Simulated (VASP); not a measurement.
# Mn (Pm-3n) in VASP: relaxation of cell and atoms with RPBE

Aim: the relaxation of cell and atoms of Mn with RPBE.

Program: VASP 6.6.1. These are calculated values, not measurements. Logs are shortened: lines on timing, memory, paths and dates and some standing lists are left out, and cuts for length are marked.

### 1 The cell of the first run

The structure is cubic, space group Pm-3n (No. 223). The conventional cell has a = 4.547 Å, b = 4.547 Å, c = 4.547 Å, α = 90.00°, β = 90.00°, γ = 90.00°. Within 3.4 Å of Mn (site symmetry m-3) lie 12 Mn at 2.54 Å. Within 3.0 Å of Mn (site symmetry -4m2) lie 14 Mn at 2.27 to 2.78 Å.

### 2 Relaxation of cell and atoms, RPBE, collinear spin, ferromagnetic start

INCAR

```
PREC = Accurate ; ENCUT = 600
EDIFF = 1E-6 ; ISMEAR = -1
SIGMA = 0.05 ; LREAL = F
LASPH = T ; NELM = 150
ALGO = Normal ; ISIF = 3
LWAVE = F ; LCHARG = F
ISPIN = 2 ; MAGMOM = 3 3 3 3 3 3 3 3
LORBIT = 11 ; LMAXMIX = 4
GGA = RP ; IBRION = 2
NSW = 80 ; EDIFFG = -0.01
LUSENCCL = F
```

KPOINTS

```
Automatic mesh
0
Gamma
  6 6 6
```

POSCAR

```
Mn
1.0
    4.5467736727      0.0000000000      0.0000000000
    0.0000000000      4.5467736727      0.0000000000
    0.0000000000      0.0000000000      4.5467736727
Mn
8
Direct
    0.0000000000      0.0000000000      0.0000000000
    0.5000000000      0.5000000000      0.5000000000
    0.2500000000      0.0000000000      0.5000000000
    0.7500000000      0.0000000000      0.5000000000
    0.5000000000      0.2500000000      0.0000000000
    0.5000000000      0.7500000000      0.0000000000
    0.0000000000      0.5000000000      0.2500000000
    0.0000000000      0.5000000000      0.7500000000
```

Potentials or basis: VASP PAW PBE potentials, release 64 (Mn_pv).

Run with:

```
$ cat potpaw_PBE.64/Mn_pv/POTCAR > POTCAR
$ mpirun -np 1 vasp_std > vasp.out
```

OUTCAR:

```text
PREC = Accurate
   ENCUT = 600
   EDIFF = 1E-6
   ISMEAR = -1
   LREAL = F
   LASPH = T
   NELM = 150
   ISIF = 3
   ISPIN = 2
   LORBIT = 11
   GGA = RP
   IBRION = 2
   NSW = 80
   EDIFFG = -0.01

 ion  position               nearest neighbor table
   1  0.000  0.000  0.000-   3 2.54   4 2.54   5 2.54   6 2.54   7 2.54   8 2.54   3 2.54   4 2.54
                             7 2.54   8 2.54   5 2.54   6 2.54
   2  0.500  0.500  0.500-   3 2.54   4 2.54   5 2.54   6 2.54   7 2.54   8 2.54   5 2.54   6 2.54
                             3 2.54   4 2.54   7 2.54   8 2.54
   3  0.250  0.000  0.500-   4 2.27   4 2.27   1 2.54   1 2.54   2 2.54   2 2.54   5 2.78   6 2.78
                             6 2.78   5 2.78   8 2.78   7 2.78   8 2.78   7 2.78
   4  0.750  0.000  0.500-   3 2.27   3 2.27   1 2.54   1 2.54   2 2.54   2 2.54   5 2.78   6 2.78
                             6 2.78   5 2.78   8 2.78   7 2.78   8 2.78   7 2.78
   5  0.500  0.250  0.000-   6 2.27   6 2.27   1 2.54   2 2.54   2 2.54   1 2.54   3 2.78   4 2.78
                             3 2.78   4 2.78   8 2.78   7 2.78   7 2.78   8 2.78
   6  0.500  0.750  0.000-   5 2.27   5 2.27   1 2.54   2 2.54   2 2.54   1 2.54   3 2.78   4 2.78
                             3 2.78   4 2.78   8 2.78   7 2.78   7 2.78   8 2.78
   7  0.000  0.500  0.250-   8 2.27   8 2.27   1 2.54   2 2.54   1 2.54   2 2.54   3 2.78   4 2.78
                             5 2.78   3 2.78   4 2.78   6 2.78   5 2.78   6 2.78
   8  0.000  0.500  0.750-   7 2.27   7 2.27   1 2.54   2 2.54   1 2.54   2 2.54   3 2.78   4 2.78
                             5 2.78   3 2.78   4 2.78   6 2.78   5 2.78   6 2.78

  LATTYP: Found a simple cubic cell.
 ALAT       =     4.5467736727

  Lattice vectors:

 A1 = (   4.5467736727,   0.0000000000,   0.0000000000)
 A2 = (   0.0000000000,   4.5467736727,   0.0000000000)
 A3 = (   0.0000000000,   0.0000000000,   4.5467736727)

Analysis of symmetry for initial positions (statically):
=====================================================================
 Subroutine PRICEL returns:
 Original cell was already a primitive cell.

 Routine SETGRP: Setting up the symmetry group for a
 simple cubic supercell.

 Subroutine GETGRP returns: Found 48 space group operations
 (whereof 24 operations were pure point group operations)
 out of a pool of 48 trial point group operations.

The static configuration has the point symmetry T_h .
 The point group associated with its full space group is O_h .

Analysis of symmetry for dynamics (positions and initial velocities):
=====================================================================
 Subroutine PRICEL returns:
 Original cell was already a primitive cell.

 Routine SETGRP: Setting up the symmetry group for a
 simple cubic supercell.

 Subroutine GETGRP returns: Found 48 space group operations
 (whereof 24 operations were pure point group operations)
 out of a pool of 48 trial point group operations.

The dynamic configuration has the point symmetry T_h .
 The point group associated with its full space group is O_h .

Analysis of structural, dynamic, and magnetic symmetry:
=====================================================================
 Subroutine PRICEL returns:
 Original cell was already a primitive cell.

 Routine SETGRP: Setting up the symmetry group for a
 simple cubic supercell.

 Subroutine GETGRP returns: Found 48 space group operations
 (whereof 24 operations were pure point group operations)
 out of a pool of 48 trial point group operations.

The overall configuration has the point symmetry T_h .
 The point group associated with its full space group is O_h .

 Subroutine INISYM returns: Found 48 space group operations
 (whereof 24 operations are pure point group operations),
 and found     1 'primitive' translations

----------------------------------------------------------------------------------------

                                     Primitive cell

  volume of cell :      93.9961

  direct lattice vectors                    reciprocal lattice vectors
     4.546773673  0.000000000  0.000000000     0.219936173  0.000000000  0.000000000
     0.000000000  4.546773673  0.000000000     0.000000000  0.219936173  0.000000000
     0.000000000  0.000000000  4.546773673     0.000000000  0.000000000  0.219936173

  length of vectors
     4.546773673  4.546773673  4.546773673     0.219936173  0.219936173  0.219936173

  position of ions in fractional coordinates (direct lattice)
     0.000000000  0.000000000  0.000000000
     0.500000000  0.500000000  0.500000000
     0.250000000  0.000000000  0.500000000
     0.750000000  0.000000000  0.500000000
     0.500000000  0.250000000  0.000000000
     0.500000000  0.750000000  0.000000000
     0.000000000  0.500000000  0.250000000
     0.000000000  0.500000000  0.750000000

  ion indices of the primitive-cell ions
   primitive index   ion index
                 1           1
                 2           2
                 3           3
                 4           4
                 5           5
                 6           6
                 7           7
                 8           8

----------------------------------------------------------------------------------------

 KPOINTS: Automatic mesh

Automatic generation of k-mesh.
 Grid dimensions read from file:
 generate k-points for:    6    6    6

 Generating k-lattice:

  Cartesian coordinates                     Fractional coordinates (reciprocal lattice)
     0.036656029  0.000000000  0.000000000     0.166666667  0.000000000  0.000000000
     0.000000000  0.036656029  0.000000000     0.000000000  0.166666667  0.000000000
     0.000000000  0.000000000  0.036656029     0.000000000  0.000000000  0.166666667

  Length of vectors
     0.036656029  0.036656029  0.036656029

  Shift w.r.t. Gamma in fractional coordinates (k-lattice)
     0.000000000  0.000000000  0.000000000

 Subroutine IBZKPT returns following result:
 ===========================================

 Found     20 irreducible k-points:

 Following reciprocal coordinates:
            Coordinates               Weight
  0.000000  0.000000  0.000000      1.000000
  0.166667  0.000000  0.000000      6.000000
  0.333333  0.000000  0.000000      6.000000
  0.500000  0.000000  0.000000      3.000000
  0.166667  0.166667  0.000000     12.000000
  0.333333  0.166667  0.000000     24.000000
[... 12 lines left out ...]
  0.500000  0.500000  0.333333      6.000000
  0.500000  0.500000  0.500000      1.000000
   k-points           NKPTS =     20   k-points in BZ     NKDIM =     20   number of bands    NBANDS=     74
   number of dos      NEDOS =    301   number of ions     NIONS =      8
   total plane-waves  NPLWV =  46656
   dimension x,y,z NGX =    36 NGY =   36 NGZ =   36
   dimension x,y,z NGXF=    72 NGYF=   72 NGZF=   72
   ions per type =               8
   NGX,Y,Z   is equivalent  to a cutoff of  13.16, 13.16, 13.16 a.u.
   NGXF,Y,Z  is equivalent  to a cutoff of  26.33, 26.33, 26.33 a.u.
 SYSTEM =  unknown system
   PREC   = accura    normal or accurate (medium, high low for compatibility)
   ISTART =      0    job   : 0-new  1-cont  2-samecut
   ICHARG =      2    charge: 1-file 2-atom 10-const
   ISPIN  =      2    spin polarized calculation?
   LNONCOLLINEAR =      F non collinear calculations
   LSORBIT =      F    spin-orbit coupling
   LASPH  =      T    aspherical Exc in radial PAW
   ENCUT  =  600.0 eV  44.10 Ry    6.64 a.u.   9.08  9.08  9.08*2*pi/ulx,y,z
   NELM   =    150;   NELMIN=  2; NELMDL= -5     # of ELM steps
   EDIFF  = 0.1E-05   stopping-criterion for ELM
   LREAL  =      F    real-space projection
   EDIFFG = -.1E-01   stopping-criterion for IOM
   NSW    =     80    number of steps for IOM
   IBRION =      2    ionic relax: 0-MD 1-quasi-New 2-CG
   NFREE  =      1    steps in history (QN), initial steepest desc. (CG)
   ISIF   =      3    stress and relaxation
   ISYM   =      2    0-nonsym 1-usesym 2-fastsym
   POTIM  = 0.5000    time-step for ionic-motion
   TEBEG  =    0.0;   TEEND  =   0.0 temperature during run
   PSTRESS=    0.0 pullay stress
   NELECT =     104.0000    total number of electrons
   NUPDOWN=      -1.0000    fix difference up-down
   EMIN   =  10.00;   EMAX   =-10.00  energy-range for DOS
   EFERMI =   0.00;   METHOD = LEGACY
   ISMEAR =    -1;   SIGMA  =   0.05  broadening in eV -4-tet -1-fermi 0-gaus
   EFERMI_NEDOS =   21; number of points for ismear=-14 and -15
   IALGO  =     38    algorithm
   IMIX   =      4    mixing-type and parameters
     AMIX     =   0.40;   BMIX     =  1.00
     AMIX_MAG =   1.60;   BMIX_MAG =  1.00
  volume/ion in A,a.u.               =      11.75        79.29
  Fermi-wavevector in a.u.,A,eV,Ry     =   1.693230  3.199741 39.008279  2.867028
  Thomas-Fermi vector in A             =   2.774673
   LORBIT       =     11    0 simple, 1 ext, 2 COOP (PROOUT), +10 PAW based schemes
   GGA     = RP    functional components
   LHFCALC =     F    Hartree Fock is set to
   AEXX    =    0.0000 exact exchange contribution
   IVDW    =     0    specifies the selected vdW correction
   LEPSILON=     F    determine dielectric tensor
   LRPA    =     F    only Hartree local field effects (RPA)
 conjugate gradient relaxation of ions
 spin polarized calculation
  energy-cutoff  :      600.00
  volume of cell :       94.00
 maximum number of plane-waves:      3178
   NGX = 19   NGY = 19   NGZ = 19

--------------------------------------- Ionic step        1  -------------------------------------------

 number of electron     104.0000183 magnetization      11.5030264

 number of electron     104.0000200 magnetization       6.8865638

 Free energy of the ion-electron system (eV)
  ---------------------------------------------------
  ext. energy  EPLUGINS =         0.00000000
  ---------------------------------------------------
  free energy    TOTEN  =       -67.08333081 eV

  energy without entropy =      -66.98848181  energy(sigma->0) =      -67.03590631

 E-fermi :   9.5394     XC(G=0): -13.3465

 val. band max:        9.5391554392   @ k =   0.3333   0.1667   0.1667
 cond. band min:       9.5429562393   @ k =   0.5000   0.5000   0.1667
 fundamental gap:      0.0038008001
 Fermi energy:         9.5393664977

 spin component 1

 k-point     1 :       0.0000    0.0000    0.0000
  band No.  band energies     occupation
      1     -39.5409      1.00000
      2     -39.5409      1.00000
      3     -39.4757      1.00000
      4     -39.2850      1.00000
      5     -39.2850      1.00000
      6     -39.2850      1.00000
[... 2672 lines left out ...]
     63      11.0928      0.00000
     64      11.0928      0.00000
 [bands above 64 left out]

------------------------ aborting loop because EDIFF is reached ----------------------------------------

  FORCE on cell =-STRESS in cart. coord.  units (eV):
  Direction    XX          YY          ZZ          XY          YZ          ZX
  --------------------------------------------------------------------------------------
  -------------------------------------------------------------------------------------
  Total       -5.6504647     -5.6504647     -5.6504647      0.0000000      0.0000000      0.0000000
  in kB      -96.3129621    -96.3129621    -96.3129621      0.0000000      0.0000000      0.0000000
  external PRESSURE =     -96.3129621 kB  Pullay stress =       0.0000000 kB

 VOLUME and BASIS-vectors are now :
 -----------------------------------------------------------------------------
  energy-cutoff  :      600.00
  volume of cell :       94.00
      direct lattice vectors                 reciprocal lattice vectors
     4.546773673  0.000000000  0.000000000     0.219936173  0.000000000  0.000000000
     0.000000000  4.546773673  0.000000000     0.000000000  0.219936173  0.000000000
     0.000000000  0.000000000  4.546773673     0.000000000  0.000000000  0.219936173
[... 85 lines left out ...]
 POSITION                                       TOTAL-FORCE (eV/Angst)
 -----------------------------------------------------------------------------------
      0.00000      0.00000      0.00000        -0.000000      0.000000      0.000000
      2.22793      2.22793      2.22793        -0.000000      0.000000      0.000000
      1.11396      0.00000      2.22793         0.000000      0.000000     -0.000000
      3.34189      0.00000      2.22793        -0.000000     -0.000000     -0.000000
      2.22793      1.11396      0.00000         0.000000      0.000000     -0.000000
      2.22793      3.34189      0.00000         0.000000      0.000000     -0.000000
      0.00000      2.22793      1.11396         0.000000     -0.000000      0.000000
      0.00000      2.22793      3.34189        -0.000000     -0.000000     -0.000000
 -----------------------------------------------------------------------------------
    total drift:                                0.000000      0.000000     -0.000000

  FREE ENERGIE OF THE ION-ELECTRON SYSTEM (eV)
  ---------------------------------------------------
  free  energy   TOTEN  =       -67.2624202078 eV

  energy  without entropy=      -67.1617912315  energy(sigma->0) =      -67.21210572

--------------------------------------- Ionic step        4  -------------------------------------------

 number of electron     103.9999955 magnetization       1.1499046

 Free energy of the ion-electron system (eV)
  ---------------------------------------------------
  ext. energy  EPLUGINS =         0.00000000
  ---------------------------------------------------
  free energy    TOTEN  =       -67.26331787 eV

  energy without entropy =      -67.16301718  energy(sigma->0) =      -67.21316753

 E-fermi :  10.4637     XC(G=0): -13.7365

 val. band max:       10.4630302206   @ k =   0.5000   0.0000   0.0000
 cond. band min:      10.4647366725   @ k =   0.3333   0.3333   0.1667
 fundamental gap:      0.0017064519
 Fermi energy:        10.4637406564

 spin component 1

 k-point     1 :       0.0000    0.0000    0.0000
  band No.  band energies     occupation
      1     -38.4295      1.00000
      2     -38.4295      1.00000
      3     -38.3459      1.00000
      4     -38.2008      1.00000
      5     -38.2008      1.00000
      6     -38.2008      1.00000
[... 2545 lines left out ...]
      3     -37.9481      1.00000
      4     -37.9481      1.00000
      5     -37.9351      1.00000
      6     -37.9000      1.00000
[... 17 lines left out ...]
     24     -37.3513      1.00000
     25       5.8036      1.00000
     26       5.9248
```

Wall time 33 min (1 × NVIDIA H100 80GB with 1 thread of Intel Xeon Platinum 8481C at 2.70GHz (Sapphire Rapids), shared host); peak memory 1.4 GiB.

Results:

* Free energy: -67.2633 eV
* Relaxed volume: 11.02 Å³/atom
* Relaxed cell: a = 4.451 Å, b = 4.451 Å, c = 4.451 Å, α = 90.00°, β = 90.00°, γ = 90.00°
* Space group after relaxing (to 0.1 Å): Pm-3n (No. 223)
* Energy gained by relaxing: 22.5 meV/atom
* Ionic steps: 4
* Pressure after relaxing: -0.1 GPa
* Net moment: 1.15 μB per cell
* Site moments: Mn +0.47, +0.03 (each value once) μB
* Valence electrons inside the program's atomic spheres: Mn 11.96, 11.94 (each value once)

The path:
```csv
step,energy change (eV),largest force (eV/Å),pressure (GPa),volume (Å³)
1,0.0000,0.0000,-9.63,94.00
2,-0.0669,0.0000,11.08,84.71
3,-0.1791,0.0000,-0.88,88.47
4,-0.1800,0.0000,-0.11,88.18
```

Final structure:
```xyz
8
Lattice="4.4509 0.0000 0.0000 0.0000 4.4509 0.0000 0.0000 0.0000 4.4509" Properties=species:S:1:pos:R:3 pbc="T T T"
Mn    4.4509    0.0000    4.4509
Mn    2.2255    2.2255    2.2255
Mn    1.1127    4.4509    2.2255
Mn    3.3382    4.4509    2.2255
Mn    2.2255    1.1127    4.4509
Mn    2.2255    3.3382    0.0000
Mn    4.4509    2.2255    1.1127
Mn    0.0000    2.2255    3.3382
```

Caveat: the PAW data sets were made with another functional, which shifts forces and pressure a little.
